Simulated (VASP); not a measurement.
# Zn (Im-3m) in VASP: notebook

The runs below take Zn through single point, relaxation of cell and atoms, with PBE.

Program: VASP 6.6.1. These are calculated values, not measurements. Logs are shortened: lines on timing, memory, paths and dates and some standing lists are left out, and cuts for length are marked.

### Step 1. The cell of the first run

It takes space group Im-3m (No. 229, cubic). Conventional cell: a = 3.133 Å, b = 3.133 Å, c = 3.133 Å, α = 90.00°, β = 90.00°, γ = 90.00°. Zn (site symmetry m-3m) has 14 Zn at 2.71 to 3.13 Å within 3.6 Å.

This isn't the form of Zn at room conditions, which is hcp.

### Step 2. Single point, PBE

INCAR reads:

```
SYSTEM = Zn
  PREC = Accurate
  ENCUT = 500
  EDIFF = 1E-6
  ISMEAR = -1
  SIGMA = 0.05
  LREAL = .FALSE.
  LASPH = .TRUE.
  NELM = 120
  ALGO = Normal
  ISIF = 2
  LWAVE = .FALSE.
  LCHARG = .FALSE.
  GGA = PE
  NBANDS = 12
  GGA_COMPAT = .FALSE.
```

KPOINTS reads:

```
Automatic mesh
0
G
  10 10 10
  0 0 0
```

POSCAR reads:

```
Zn
1.0
   -1.5663263686      1.5663263686      1.5663263686
    1.5663263686     -1.5663263686      1.5663263686
    1.5663263686      1.5663263686     -1.5663263686
Zn
1
Direct
    0.0000000000      0.0000000000      0.0000000000
```

Potentials or basis: VASP PAW PBE potentials, release 64 (Zn).

The run is started by

```console
$ cat potpaw_PBE.64/Zn/POTCAR > POTCAR
$ mpirun -np 1 vasp_std > vasp.out
```

OUTCAR:

```text
SYSTEM = Zn
   PREC = Accurate
   ENCUT = 500
   EDIFF = 1E-6
   ISMEAR = -1
   LREAL = .FALSE.
   LASPH = .TRUE.
   NELM = 120
   ISIF = 2
   GGA = PE

 ion  position               nearest neighbor table
   1  0.000  0.000  0.000-

  LATTYP: Found a body centered cubic cell.
 ALAT       =     3.1326527372

  Lattice vectors:

 A1 = (  -1.5663263686,   1.5663263686,   1.5663263686)
 A2 = (   1.5663263686,  -1.5663263686,   1.5663263686)
 A3 = (   1.5663263686,   1.5663263686,  -1.5663263686)

Analysis of symmetry for initial positions (statically):
=====================================================================
 Subroutine PRICEL returns:
 Original cell was already a primitive cell.

 Routine SETGRP: Setting up the symmetry group for a
 body centered cubic supercell.

 Subroutine GETGRP returns: Found 48 space group operations
 (whereof 48 operations were pure point group operations)
 out of a pool of 48 trial point group operations.

The static configuration has the point symmetry O_h .

Analysis of symmetry for dynamics (positions and initial velocities):
=====================================================================
 Subroutine PRICEL returns:
 Original cell was already a primitive cell.

 Routine SETGRP: Setting up the symmetry group for a
 body centered cubic supercell.

 Subroutine GETGRP returns: Found 48 space group operations
 (whereof 48 operations were pure point group operations)
 out of a pool of 48 trial point group operations.

The dynamic configuration has the point symmetry O_h .

 Subroutine INISYM returns: Found 48 space group operations
 (whereof 48 operations are pure point group operations),
 and found     1 'primitive' translations

----------------------------------------------------------------------------------------

                                     Primitive cell

  volume of cell :      15.3712

  direct lattice vectors                    reciprocal lattice vectors
    -1.566326369  1.566326369  1.566326369     0.000000000  0.319218274  0.319218274
     1.566326369 -1.566326369  1.566326369     0.319218274  0.000000000  0.319218274
     1.566326369  1.566326369 -1.566326369     0.319218274  0.319218274  0.000000000

  length of vectors
     2.712956852  2.712956852  2.712956852     0.451442813  0.451442813  0.451442813

  position of ions in fractional coordinates (direct lattice)
     0.000000000  0.000000000  0.000000000

  ion indices of the primitive-cell ions
   primitive index   ion index
                 1           1

----------------------------------------------------------------------------------------

 KPOINTS: Automatic mesh

Automatic generation of k-mesh.
 Grid dimensions read from file:
 generate k-points for:   10   10   10

 Generating k-lattice:

  Cartesian coordinates                     Fractional coordinates (reciprocal lattice)
     0.000000000  0.031921827  0.031921827     0.100000000  0.000000000  0.000000000
     0.031921827  0.000000000  0.031921827     0.000000000  0.100000000  0.000000000
     0.031921827  0.031921827  0.000000000     0.000000000  0.000000000  0.100000000

  Length of vectors
     0.045144281  0.045144281  0.045144281

  Shift w.r.t. Gamma in fractional coordinates (k-lattice)
     0.000000000  0.000000000  0.000000000

 Subroutine IBZKPT returns following result:
 ===========================================

 Found     47 irreducible k-points:

 Following reciprocal coordinates:
            Coordinates               Weight
  0.000000  0.000000  0.000000      1.000000
  0.100000  0.000000  0.000000     12.000000
  0.200000  0.000000  0.000000     12.000000
  0.300000  0.000000  0.000000     12.000000
  0.400000  0.000000  0.000000     12.000000
  0.500000  0.000000  0.000000      6.000000
[... 16 lines left out ...]
  0.300000  0.300000  0.100000      8.000000
 -0.300000  0.300000  0.100000     24.000000
 [... further k-points ...]
   k-points           NKPTS =     47   k-points in BZ     NKDIM =     47   number of bands    NBANDS=     12
   number of dos      NEDOS =    301   number of ions     NIONS =      1
   total plane-waves  NPLWV =   8000
   dimension x,y,z NGX =    20 NGY =   20 NGZ =   20
   dimension x,y,z NGXF=    40 NGYF=   40 NGZF=   40
   ions per type =               1
   NGX,Y,Z   is equivalent  to a cutoff of  12.26, 12.26, 12.26 a.u.
   NGXF,Y,Z  is equivalent  to a cutoff of  24.51, 24.51, 24.51 a.u.
 SYSTEM =  Zn
   PREC   = accura    normal or accurate (medium, high low for compatibility)
   ISTART =      0    job   : 0-new  1-cont  2-samecut
   ICHARG =      2    charge: 1-file 2-atom 10-const
   ISPIN  =      1    spin polarized calculation?
   LNONCOLLINEAR =      F non collinear calculations
   LSORBIT =      F    spin-orbit coupling
   LASPH  =      T    aspherical Exc in radial PAW
   ENCUT  =  500.0 eV  36.75 Ry    6.06 a.u.   4.95  4.95  4.95*2*pi/ulx,y,z
   NELM   =    120;   NELMIN=  2; NELMDL= -5     # of ELM steps
   EDIFF  = 0.1E-05   stopping-criterion for ELM
   LREAL  =      F    real-space projection
   EDIFFG = 0.1E-04   stopping-criterion for IOM
   NSW    =      0    number of steps for IOM
   IBRION =     -1    ionic relax: 0-MD 1-quasi-New 2-CG
   NFREE  =      0    steps in history (QN), initial steepest desc. (CG)
   ISIF   =      2    stress and relaxation
   ISYM   =      2    0-nonsym 1-usesym 2-fastsym
   POTIM  = 0.5000    time-step for ionic-motion
   TEBEG  =    0.0;   TEEND  =   0.0 temperature during run
   PSTRESS=    0.0 pullay stress
   NELECT =      12.0000    total number of electrons
   NUPDOWN=      -1.0000    fix difference up-down
   EMIN   =  10.00;   EMAX   =-10.00  energy-range for DOS
   EFERMI =   0.00;   METHOD = LEGACY
   ISMEAR =    -1;   SIGMA  =   0.05  broadening in eV -4-tet -1-fermi 0-gaus
   EFERMI_NEDOS =   21; number of points for ismear=-14 and -15
   IALGO  =     38    algorithm
   IMIX   =      4    mixing-type and parameters
     AMIX     =   0.40;   BMIX     =  1.00
     AMIX_MAG =   1.60;   BMIX_MAG =  1.00
  volume/ion in A,a.u.               =      15.37       103.73
  Fermi-wavevector in a.u.,A,eV,Ry     =   1.507416  2.848602 30.916541  2.272302
  Thomas-Fermi vector in A             =   2.618005
   LORBIT       =      0    0 simple, 1 ext, 2 COOP (PROOUT), +10 PAW based schemes
   GGA     = PE    functional components
   LHFCALC =     F    Hartree Fock is set to
   AEXX    =    0.0000 exact exchange contribution
   IVDW    =     0    specifies the selected vdW correction
   LEPSILON=     F    determine dielectric tensor
   LRPA    =     F    only Hartree local field effects (RPA)
 non-spin polarized calculation
  energy-cutoff  :      500.00
  volume of cell :       15.37
 maximum number of plane-waves:       402
   NGX =  9   NGY =  9   NGZ =  9

 number of electron      12.0000024 magnetization

 Free energy of the ion-electron system (eV)
  ---------------------------------------------------
  ext. energy  EPLUGINS =         0.00000000
  ---------------------------------------------------
  free energy    TOTEN  =        -1.03331042 eV

  energy without entropy =       -1.02957096  energy(sigma->0) =       -1.03144069

 E-fermi :   3.3359     XC(G=0): -11.5104

 val. band max:        3.3186088088   @ k =  -0.4000   0.4000   0.4000
 cond. band min:       3.3920386031   @ k =   0.4000   0.1000   0.0000
 fundamental gap:      0.0734297943
 Fermi energy:         3.3358685143

 k-point     1 :       0.0000    0.0000    0.0000
  band No.  band energies     occupation
      1      -7.2531      2.00000
      2      -4.6428      2.00000
      3      -4.6428      2.00000
      4      -4.6428      2.00000
      5      -4.1417      2.00000
      6      -4.1417      2.00000
      7      22.1735      0.00000
      8      22.1735      0.00000
      9      22.1735      0.00000
     10      23.8827      0.00000
     11      23.8827      0.00000
     12      23.8827      0.00000

 k-point     2 :       0.1000    0.0000    0.0000
  band No.  band energies     occupation
      1      -6.9386      2.00000
      2      -4.6719      2.00000
      3      -4.6352      2.00000
      4      -4.5694      2.00000
      5      -4.1676      2.00000
      6      -4.1398      2.00000
      7      18.5520      0.00000
      8      20.3423      0.00000
      9      20.8915      0.00000
     10      22.2209      0.00000
     11      22.3573      0.00000
     12      23.7058      0.00000

 k-point     3 :       0.2000    0.0000    0.0000
  band No.  band energies     occupation
      1      -6.0689      2.00000
      2      -4.7479      2.00000
      3      -4.5661      2.00000
      4      -4.3715      2.00000
      5      -4.2064      2.00000
      6      -4.1338      2.00000
      7      13.5482      0.00000
      8      17.9637      0.00000
      9      18.8193      0.00000
     10      20.5317      0.00000
     11      21.2656      0.00000
     12      24.6727      0.00000
[... 286 lines left out ...]
 k-point    23 :       0.3000    0.3000    0.1000
  band No.  band energies     occupation
      1      -4.9740      2.00000
      2      -4.6339      2.00000
      3      -4.6339      2.00000
      4      -4.1080      2.00000
      5      -4.1080      2.00000
      6       4.1725      0.00000
      7       4.1725      0.00000
      8       4.2914      0.00000
      9      10.3973      0.00000
     10      28.5924      0.00000
     11      28.5924      0.00000
     12      29.8552      0.00000

 k-point    24 :      -0.3000    0.3000    0.1000
  band No.  band energies     occupation
      1      -5.1677      2.00000
      2      -4.7619      2.00000
      3      -4.3815      2.00000
      4      -4.2435      2.00000
      5      -4.1270      2.00000
      6      -3.3783      2.00000
      7       9.2417      0.00000
      8      14.4034      0.00000
      9      15.9557      0.00000
     10      20.7261      0.00000
     11      21.5215      0.00000
     12      23.6018      0.00000

 [... further k-points ...]

------------------------ aborting loop because EDIFF is reached ----------------------------------------

  FORCE on cell =-STRESS in cart. coord.  units (eV):
  Direction    XX          YY          ZZ          XY          YZ          ZX
  --------------------------------------------------------------------------------------
  -------------------------------------------------------------------------------------
  Total        0.0333455      0.0333455      0.0333455      0.0000000      0.0000000     -0.0000000
  in kB        3.4756867      3.4756867      3.4756867      0.0000000      0.0000000     -0.0000000
  external PRESSURE =       3.4756867 kB  Pullay stress =       0.0000000 kB

 VOLUME and BASIS-vectors are now :
 -----------------------------------------------------------------------------
  energy-cutoff  :      500.00
  volume of cell :       15.37
      direct lattice vectors                 reciprocal lattice vectors
    -1.566326369  1.566326369  1.566326369     0.000000000  0.319218274  0.319218274
     1.566326369 -1.566326369  1.566326369     0.319218274  0.000000000  0.319218274
     1.566326369  1.566326369 -1.566326369     0.319218274  0.319218274  0.000000000

 POSITION                                       TOTAL-FORCE (eV/Angst)
 -----------------------------------------------------------------------------------
      0.00000      0.00000      0.00000         0.000000     -0.000000      0.000000
 -----------------------------------------------------------------------------------
    total drift:                                0.000000     -0.000000      0.000000

  FREE ENERGIE OF THE ION-ELECTRON SYSTEM (eV)
  ---------------------------------------------------
  free  energy   TOTEN  =        -1.0333104175 eV

  energy  without entropy=       -1.0295709611  energy(sigma->0) =       -1.03144069
```

Run time: 5.2 s. Hardware: 1 thread of Intel Xeon 6975P-C (Granite Rapids), shared host; peak memory 0.12 GiB.

Results:

```
Free energy            : -1.0333 eV
Pressure               : 0.3 GPa
Band gap on the k mesh : zero (bands 6 and 7 overlap by 5.18 eV)
```

(Part 1 of 2 ends here.)
